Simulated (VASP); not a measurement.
# Hg3O (Pm-3m) in VASP: a series of runs

The runs below take Hg3O through single point, with PBE.

All numbers are computed with VASP 6.6.1; they aren't measurements. Logs are shortened: lines on timing, memory, paths and dates and some standing lists are left out, and cuts for length are marked.

## 1. The cell of the first run

It takes space group Pm-3m (No. 221, cubic). The conventional cell has a = 4.325 Å, b = 4.325 Å, c = 4.325 Å, α = 90.00°, β = 90.00°, γ = 90.00°. Hg (site symmetry 4/mmm) has 8 Hg at 3.06 Å and 4 O at 3.06 Å within 4.0 Å. O (site symmetry m-3m) has 12 Hg at 3.06 Å within 4.0 Å.

## 2. Single point, PBE

Contents of INCAR:

```
  ALGO = Normal
  EDIFF = 1E-6
  ENCUT = 600
  GGA = PE
  GGA_COMPAT = F
  ISIF = 2
  ISMEAR = 0
  LASPH = T
  LCHARG = F
  LREAL = F
  LWAVE = F
  NBANDS = 29
  NELM = 120
  PREC = Accurate
  SIGMA = 0.1
```

Contents of KPOINTS:

```
k-points
0
Gamma
  4 4 4
```

Contents of POSCAR:

```
Hg3O
1.0
    4.3247241720      0.0000000000      0.0000000000
    0.0000000000      4.3247241720      0.0000000000
    0.0000000000      0.0000000000      4.3247241720
Hg O
3 1
Direct
    0.0000000000      0.5000000000      0.5000000000
    0.5000000000      0.0000000000      0.5000000000
    0.5000000000      0.5000000000      0.0000000000
    0.0000000000      0.0000000000      0.0000000000
```

Potentials or basis: VASP PAW PBE potentials, release 64 (Hg, O).

Launch:

```
cat potpaw_PBE.64/Hg/POTCAR potpaw_PBE.64/O/POTCAR > POTCAR
mpirun -np 1 vasp_std > vasp.out
```

OUTCAR:

```text
EDIFF = 1E-6
   ENCUT = 600
   GGA = PE
   ISIF = 2
   ISMEAR = 0
   LASPH = T
   LREAL = F
   NELM = 120
   PREC = Accurate

 ion  position               nearest neighbor table
   1  0.000  0.500  0.500-   2 3.06   3 3.06   3 3.06   2 3.06   2 3.06   3 3.06   3 3.06   2 3.06

   2  0.500  0.000  0.500-   1 3.06   3 3.06   3 3.06   1 3.06   3 3.06   3 3.06   1 3.06   1 3.06

   3  0.500  0.500  0.000-   1 3.06   2 3.06   1 3.06   2 3.06   2 3.06   2 3.06   1 3.06   1 3.06

   4  0.000  0.000  0.000-

  LATTYP: Found a simple cubic cell.
 ALAT       =     4.3247241720

  Lattice vectors:

 A1 = (   4.3247241720,   0.0000000000,   0.0000000000)
 A2 = (   0.0000000000,   4.3247241720,   0.0000000000)
 A3 = (   0.0000000000,   0.0000000000,   4.3247241720)

Analysis of symmetry for initial positions (statically):
=====================================================================
 Subroutine PRICEL returns:
 Original cell was already a primitive cell.

 Routine SETGRP: Setting up the symmetry group for a
 simple cubic supercell.

 Subroutine GETGRP returns: Found 48 space group operations
 (whereof 48 operations were pure point group operations)
 out of a pool of 48 trial point group operations.

The static configuration has the point symmetry O_h .

Analysis of symmetry for dynamics (positions and initial velocities):
=====================================================================
 Subroutine PRICEL returns:
 Original cell was already a primitive cell.

 Routine SETGRP: Setting up the symmetry group for a
 simple cubic supercell.

 Subroutine GETGRP returns: Found 48 space group operations
 (whereof 48 operations were pure point group operations)
 out of a pool of 48 trial point group operations.

The dynamic configuration has the point symmetry O_h .

 Subroutine INISYM returns: Found 48 space group operations
 (whereof 48 operations are pure point group operations),
 and found     1 'primitive' translations

----------------------------------------------------------------------------------------

                                     Primitive cell

  volume of cell :      80.8864

  direct lattice vectors                    reciprocal lattice vectors
     4.324724172  0.000000000  0.000000000     0.231228619  0.000000000  0.000000000
     0.000000000  4.324724172  0.000000000     0.000000000  0.231228619  0.000000000
     0.000000000  0.000000000  4.324724172     0.000000000  0.000000000  0.231228619

  length of vectors
     4.324724172  4.324724172  4.324724172     0.231228619  0.231228619  0.231228619

  position of ions in fractional coordinates (direct lattice)
     0.000000000  0.500000000  0.500000000
     0.500000000  0.000000000  0.500000000
     0.500000000  0.500000000  0.000000000
     0.000000000  0.000000000  0.000000000

  ion indices of the primitive-cell ions
   primitive index   ion index
                 1           1
                 2           2
                 3           3
                 4           4

----------------------------------------------------------------------------------------

 KPOINTS: k-points

Automatic generation of k-mesh.
 Grid dimensions read from file:
 generate k-points for:    4    4    4

 Generating k-lattice:

  Cartesian coordinates                     Fractional coordinates (reciprocal lattice)
     0.057807155  0.000000000  0.000000000     0.250000000  0.000000000  0.000000000
     0.000000000  0.057807155  0.000000000     0.000000000  0.250000000  0.000000000
     0.000000000  0.000000000  0.057807155     0.000000000  0.000000000  0.250000000

  Length of vectors
     0.057807155  0.057807155  0.057807155

  Shift w.r.t. Gamma in fractional coordinates (k-lattice)
     0.000000000  0.000000000  0.000000000

 Subroutine IBZKPT returns following result:
 ===========================================

 Found     10 irreducible k-points:

 Following reciprocal coordinates:
            Coordinates               Weight
  0.000000  0.000000  0.000000      1.000000
  0.250000  0.000000  0.000000      6.000000
  0.500000  0.000000  0.000000      3.000000
  0.250000  0.250000  0.000000     12.000000
  0.500000  0.250000  0.000000     12.000000
  0.500000  0.500000  0.000000      3.000000
  0.250000  0.250000  0.250000      8.000000
  0.500000  0.250000  0.250000     12.000000
  0.500000  0.500000  0.250000      6.000000
  0.500000  0.500000  0.500000      1.000000
   k-points           NKPTS =     10   k-points in BZ     NKDIM =     10   number of bands    NBANDS=     29
   number of dos      NEDOS =    301   number of ions     NIONS =      4
   total plane-waves  NPLWV =  46656
   dimension x,y,z NGX =    36 NGY =   36 NGZ =   36
   dimension x,y,z NGXF=    72 NGYF=   72 NGZF=   72
   ions per type =               3   1
   NGX,Y,Z   is equivalent  to a cutoff of  13.84, 13.84, 13.84 a.u.
   NGXF,Y,Z  is equivalent  to a cutoff of  27.68, 27.68, 27.68 a.u.
 SYSTEM =  unknown system
   PREC   = accura    normal or accurate (medium, high low for compatibility)
   ISTART =      0    job   : 0-new  1-cont  2-samecut
   ICHARG =      2    charge: 1-file 2-atom 10-const
   ISPIN  =      1    spin polarized calculation?
   LNONCOLLINEAR =      F non collinear calculations
   LSORBIT =      F    spin-orbit coupling
   LASPH  =      T    aspherical Exc in radial PAW
   ENCUT  =  600.0 eV  44.10 Ry    6.64 a.u.   8.64  8.64  8.64*2*pi/ulx,y,z
   NELM   =    120;   NELMIN=  2; NELMDL= -5     # of ELM steps
   EDIFF  = 0.1E-05   stopping-criterion for ELM
   LREAL  =      F    real-space projection
   EDIFFG = 0.1E-04   stopping-criterion for IOM
   NSW    =      0    number of steps for IOM
   IBRION =     -1    ionic relax: 0-MD 1-quasi-New 2-CG
   NFREE  =      0    steps in history (QN), initial steepest desc. (CG)
   ISIF   =      2    stress and relaxation
   ISYM   =      2    0-nonsym 1-usesym 2-fastsym
   POTIM  = 0.5000    time-step for ionic-motion
   TEBEG  =    0.0;   TEEND  =   0.0 temperature during run
   PSTRESS=    0.0 pullay stress
   NELECT =      42.0000    total number of electrons
   NUPDOWN=      -1.0000    fix difference up-down
   EMIN   =  10.00;   EMAX   =-10.00  energy-range for DOS
   EFERMI =   0.00;   METHOD = LEGACY
   ISMEAR =     0;   SIGMA  =   0.10  broadening in eV -4-tet -1-fermi 0-gaus
   EFERMI_NEDOS =   21; number of points for ismear=-14 and -15
   IALGO  =     38    algorithm
   IMIX   =      4    mixing-type and parameters
     AMIX     =   0.40;   BMIX     =  1.00
     AMIX_MAG =   1.60;   BMIX_MAG =  1.00
  volume/ion in A,a.u.               =      20.22       136.46
  Fermi-wavevector in a.u.,A,eV,Ry     =   1.315829  2.486557 23.557215  1.731406
  Thomas-Fermi vector in A             =   2.445984
   LORBIT       =      0    0 simple, 1 ext, 2 COOP (PROOUT), +10 PAW based schemes
   GGA     = PE    functional components
   LHFCALC =     F    Hartree Fock is set to
   AEXX    =    0.0000 exact exchange contribution
   IVDW    =     0    specifies the selected vdW correction
   LEPSILON=     F    determine dielectric tensor
   LRPA    =     F    only Hartree local field effects (RPA)
 non-spin polarized calculation
 Gauss-broadening in eV      SIGMA  =   0.10
  energy-cutoff  :      600.00
  volume of cell :       80.89
 maximum number of plane-waves:      2730
 NGX is ok and might be reduce to    36

 number of electron      42.0000008 magnetization

 Free energy of the ion-electron system (eV)
  ---------------------------------------------------
  ext. energy  EPLUGINS =         0.00000000
  ---------------------------------------------------
  free energy    TOTEN  =        -3.99750081 eV

  energy without entropy =       -3.98270768  energy(sigma->0) =       -3.99010424

 E-fermi :   1.7878     XC(G=0): -10.7897

 val. band max:        1.7432072719   @ k =   0.5000   0.5000   0.2500
 cond. band min:       1.8373304986   @ k =   0.2500   0.0000   0.0000
 fundamental gap:      0.0941232266
 Fermi energy:         1.7878175557

 k-point     1 :       0.0000    0.0000    0.0000
  band No.  band energies     occupation
      1     -14.1112      2.00000
      2      -6.8276      2.00000
      3      -5.7287      2.00000
      4      -5.7287      2.00000
      5      -5.7287      2.00000
      6      -5.2323      2.00000
[... 21 lines left out ...]
     28      11.2265      0.00000
     29      12.0718      0.00000

 k-point     2 :       0.2500    0.0000    0.0000
  band No.  band energies     occupation
      1     -14.0797      2.00000
      2      -6.4584      2.00000
      3      -5.6743      2.00000
      4      -5.4909      2.00000
      5      -5.4909      2.00000
      6      -5.2469      2.00000
[... 21 lines left out ...]
     28      10.3635      0.00000
     29      12.6014      0.00000

 k-point     3 :       0.5000    0.0000    0.0000
  band No.  band energies     occupation
      1     -14.0479      2.00000
      2      -5.9578      2.00000
      3      -5.6147      2.00000
      4      -5.3181      2.00000
      5      -4.9456      2.00000
      6      -4.9456      2.00000
[... 21 lines left out ...]
     28      10.0781      0.00000
     29      10.6248      0.00000

 k-point     4 :       0.2500    0.2500    0.0000
  band No.  band energies     occupation
      1     -14.0569      2.00000
      2      -6.1527      2.00000
      3      -5.5455      2.00000
      4      -5.3759      2.00000
      5      -5.3284      2.00000
      6      -5.0213      2.00000
[... 149 lines left out ...]
     28      13.5171      0.00000
     29      13.6575      0.00000

 k-point     9 :       0.5000    0.5000    0.2500
  band No.  band energies     occupation
      1     -14.0213      2.00000
      2      -5.6739      2.00000
      3      -5.6739      2.00000
      4      -5.6377      2.00000
      5      -4.8988      2.00000
      6      -4.8988      2.00000
[... 21 lines left out ...]
     28      14.3268      0.00000
     29      14.3311      0.00000

 k-point    10 :       0.5000    0.5000    0.5000
  band No.  band energies     occupation
      1     -14.0225      2.00000
      2      -5.8743      2.00000
      3      -5.8743      2.00000
      4      -5.8743      2.00000
      5      -4.9243      2.00000
      6      -4.9238      2.00000
[... 21 lines left out ...]
     28      16.4797      0.00000
     29      16.4897      0.00000

------------------------ aborting loop because EDIFF is reached ----------------------------------------

  FORCE on cell =-STRESS in cart. coord.  units (eV):
  Direction    XX          YY          ZZ          XY          YZ          ZX
  --------------------------------------------------------------------------------------
  -------------------------------------------------------------------------------------
  Total       -0.2847785     -0.2847785     -0.2847785      0.0000000     -0.0000000      0.0000000
  in kB       -5.6408248     -5.6408248     -5.6408248      0.0000000     -0.0000000      0.0000000
  external PRESSURE =      -5.6408248 kB  Pullay stress =       0.0000000 kB

 VOLUME and BASIS-vectors are now :
 -----------------------------------------------------------------------------
  energy-cutoff  :      600.00
  volume of cell :       80.89
      direct lattice vectors                 reciprocal lattice vectors
     4.324724172  0.000000000  0.000000000     0.231228619  0.000000000  0.000000000
     0.000000000  4.324724172  0.000000000     0.000000000  0.231228619  0.000000000
     0.000000000  0.000000000  4.324724172     0.000000000  0.000000000  0.231228619

 POSITION                                       TOTAL-FORCE (eV/Angst)
 -----------------------------------------------------------------------------------
      0.00000      2.16236      2.16236         0.000000      0.000000      0.000000
      2.16236      0.00000      2.16236         0.000000      0.000000      0.000000
      2.16236      2.16236      0.00000         0.000000      0.000000      0.000000
      0.00000      0.00000      0.00000         0.000000      0.000000      0.000000
 -----------------------------------------------------------------------------------
    total drift:                                0.000000      0.000000      0.000000

  FREE ENERGIE OF THE ION-ELECTRON SYSTEM (eV)
  ---------------------------------------------------
  free  energy   TOTEN  =        -3.9975008112 eV

  energy  without entropy=       -3.9827076766  energy(sigma->0) =       -3.99010424
```

Run time: 46 s. Hardware: 1 thread of Intel Xeon 8259CL, shared host; peak memory 0.21 GiB.

Results:

```
Free energy            : -3.9975 eV
Pressure               : -0.6 GPa
Band gap on the k mesh : zero (bands 21 and 22 overlap by 2.63 eV)
```

Caveat: the k points lie up to 0.36 Å⁻¹ apart, too coarse for converged energies and pressures of a metal; spin-orbit coupling is left out, which moves the levels of the heavy elements.

## 3. Single point, PBE

This run uses another cell than the first one: it holds 8 atoms, not 4.

Contents of INCAR:

```
SYSTEM = Hg3O
PREC = Accurate
ENCUT = 600
EDIFF = 1E-6
ISMEAR = 0
SIGMA = 0.1
LREAL = .False.
LASPH = .True.
NELM = 120
ALGO = Normal
ISIF = 2
LWAVE = .False.
LCHARG = .True.
GGA = PE
LELF = .True.
LVHAR = .True.
NBANDS = 52
GGA_COMPAT = .False.
```

Contents of KPOINTS:

```
Automatic mesh
0
Gamma
  6 6 4
  0 0 0
```

Contents of POSCAR:

```
Hg3O
1.0
    4.2773250205      0.0000000000      0.0000000000
    0.0000000000      4.2773250205      0.0000000000
    0.0000000000      0.0000000000      8.5546500410
Hg O
6 2
Direct
    0.0000000000      0.5000000000      0.2500000000
    0.0000000000      0.5000000000      0.7500000000
    0.5000000000      0.0000000000      0.2500000000
    0.5000000000      0.0000000000      0.7500000000
    0.5000000000      0.5000000000      0.0000000000
    0.5000000000      0.5000000000      0.5000000000
    1.0000000000      0.0000000000      0.5000000000
    0.0000000000      0.0000000000      0.0000000000
```

Potentials or basis: VASP PAW PBE potentials, release 64 (Hg, O).

Launch:

```
cat potpaw_PBE.64/Hg/POTCAR potpaw_PBE.64/O/POTCAR > POTCAR
mpirun -np 1 vasp_std > vasp.out
```

OUTCAR:

```text
SYSTEM = Hg3O
   PREC = Accurate
   ENCUT = 600
   EDIFF = 1E-6
   ISMEAR = 0
   LREAL = .False.
   LASPH = .True.
   NELM = 120
   ISIF = 2
   GGA = PE

 ion  position               nearest neighbor table
   1  0.000  0.500  0.250-   3 3.02   5 3.02   6 3.02   3 3.02   3 3.02   5 3.02   6 3.02   3 3.02

   2  0.000  0.500  0.750-   4 3.02   5 3.02   6 3.02   4 3.02   4 3.02   5 3.02   6 3.02   4 3.02

   3  0.500  0.000  0.250-   1 3.02   5 3.02   6 3.02   1 3.02   5 3.02   6 3.02   1 3.02   1 3.02

   4  0.500  0.000  0.750-   2 3.02   5 3.02   6 3.02   2 3.02   5 3.02   6 3.02   2 3.02   2 3.02

   5  0.500  0.500  0.000-   1 3.02   2 3.02   3 3.02   4 3.02   3 3.02   4 3.02   1 3.02   2 3.02

   6  0.500  0.500  0.500-   1 3.02   2 3.02   3 3.02   4 3.02   3 3.02   4 3.02   1 3.02   2 3.02

   7  0.000  0.000  0.500-
   8  0.000  0.000  0.000-

  LATTYP: Found a simple tetragonal cell.
 ALAT       =     4.2773250205
 C/A-ratio  =     2.0000000000

  Lattice vectors:

 A1 = (   4.2773250205,   0.0000000000,   0.0000000000)
[... 207 lines left out ...]
 Fermi energy:         2.2395452186

 k-point     1 :       0.0000    0.0000    0.0000
  band No.  band energies     occupation
      1     -13.7281      2.00000
      2     -13.6498      2.00000
      3      -6.8603      2.00000
      4      -5.9543      2.00000
      5      -5.6752      2.00000
      6      -5.6752      2.00000
[... 1309 lines left out ...]
     51       9.5579      0.00000
     52       9.5579      0.00000

 [... further k-points ...]

------------------------ aborting loop because EDIFF is reached ----------------------------------------

  FORCE on cell =-STRESS in cart. coord.  units (eV):
  Direction    XX          YY          ZZ          XY          YZ          ZX
  --------------------------------------------------------------------------------------
  -------------------------------------------------------------------------------------
  Total        0.1306502      0.1306502      0.6698307      0.0000000     -0.0000000      0.0000000
  in kB        1.3374389      1.3374389      6.8569170      0.0000000     -0.0000000      0.0000000
  external PRESSURE =       3.1772649 kB  Pullay stress =       0.0000000 kB

 VOLUME and BASIS-vectors are now :
 -----------------------------------------------------------------------------
  energy-cutoff  :      600.00
  volume of cell :      156.51
      direct lattice vectors                 reciprocal lattice vectors
     4.277325021  0.000000000  0.000000000     0.233790978  0.000000000  0.000000000
     0.000000000  4.277325021  0.000000000     0.000000000  0.233790978  0.000000000
     0.000000000  0.000000000  8.554650041     0.000000000  0.000000000  0.116895489

 POSITION                                       TOTAL-FORCE (eV/Angst)
 -----------------------------------------------------------------------------------
      0.00000      2.13866      2.13866        -0.000000     -0.000000      0.000000
      0.00000      2.13866      6.41599        -0.000000     -0.000000      0.000000
      2.13866      0.00000      2.13866         0.000000      0.000000      0.000000
      2.13866      0.00000      6.41599         0.000000      0.000000      0.000000
      2.13866      2.13866      0.00000        -0.000000      0.000000     -0.000000
      2.13866      2.13866      4.27733        -0.000000      0.000000     -0.000000
      0.00000      0.00000      4.27733        -0.000000      0.000000      0.000000
      0.00000      0.00000      0.00000        -0.000000      0.000000      0.000000
 -----------------------------------------------------------------------------------
    total drift:                                0.000000      0.000000      0.000000

  FREE ENERGIE OF THE ION-ELECTRON SYSTEM (eV)
  ---------------------------------------------------
  free  energy   TOTEN  =        -8.1540840590 eV

  energy  without entropy=       -8.1343969165  energy(sigma->0) =       -8.14424049
```

OSZICAR:

```text
N       E                     dE             d eps       ncg     rms          rms(c)
DAV:   1     0.811687833553E+03    0.81169E+03   -0.46586E+04  3120   0.178E+03
DAV:   2     0.313326355895E+02   -0.78036E+03   -0.74636E+03  3268   0.447E+02
DAV:   3    -0.163360907617E+02   -0.47669E+02   -0.46303E+02  3400   0.107E+02
DAV:   4    -0.171401999306E+02   -0.80411E+00   -0.80143E+00  3280   0.119E+01
DAV:   5    -0.171441863429E+02   -0.39864E-02   -0.39860E-02  3304   0.824E-01    0.184E+01
DAV:   6    -0.145809741426E+02    0.25632E+01   -0.42527E+01  4740   0.568E+01    0.292E+01
DAV:   7    -0.838947352827E+01    0.61915E+01   -0.29884E+01  3432   0.168E+01    0.819E+00
DAV:   8    -0.840227108492E+01   -0.12798E-01   -0.28677E+00  3208   0.716E+00    0.648E+00
DAV:   9    -0.816302514257E+01    0.23925E+00   -0.75655E-01  3320   0.376E+00    0.751E-01
DAV:  10    -0.815706289749E+01    0.59622E-02   -0.43416E-02  3144   0.909E-01    0.424E-01
DAV:  11    -0.815477161667E+01    0.22913E-02   -0.65913E-03  3280   0.334E-01    0.249E-01
DAV:  12    -0.815404985257E+01    0.72176E-03   -0.22037E-03  3492   0.181E-01    0.509E-02
DAV:  13    -0.815410725648E+01   -0.57404E-04   -0.33905E-04  3188   0.810E-02    0.547E-02
DAV:  14    -0.815408521238E+01    0.22044E-04   -0.81014E-05  3172   0.379E-02    0.118E-02
DAV:  15    -0.815408404045E+01    0.11719E-05   -0.69233E-06  2820   0.107E-02    0.571E-03
DAV:  16    -0.815408405900E+01   -0.18556E-07   -0.60843E-07  1696   0.316E-03
   1 F= -.81540841E+01 E0= -.81442405E+01  d E =-.196871E-01
```

Run time: 11 min. Hardware: 1 thread of Intel Xeon 8259CL, shared host; peak memory 0.42 GiB.

Results:

```yaml
Free_energy: -8.1541 eV
Pressure: 0.3 GPa
Band_gap_on_the_k_mesh: zero (bands 42 and 43 overlap by 2.72 eV)
```

Caveat: spin-orbit coupling is left out, which moves the levels of the heavy elements.

The gap in the log of VASP goes by the Fermi energy; the results here count the filled bands.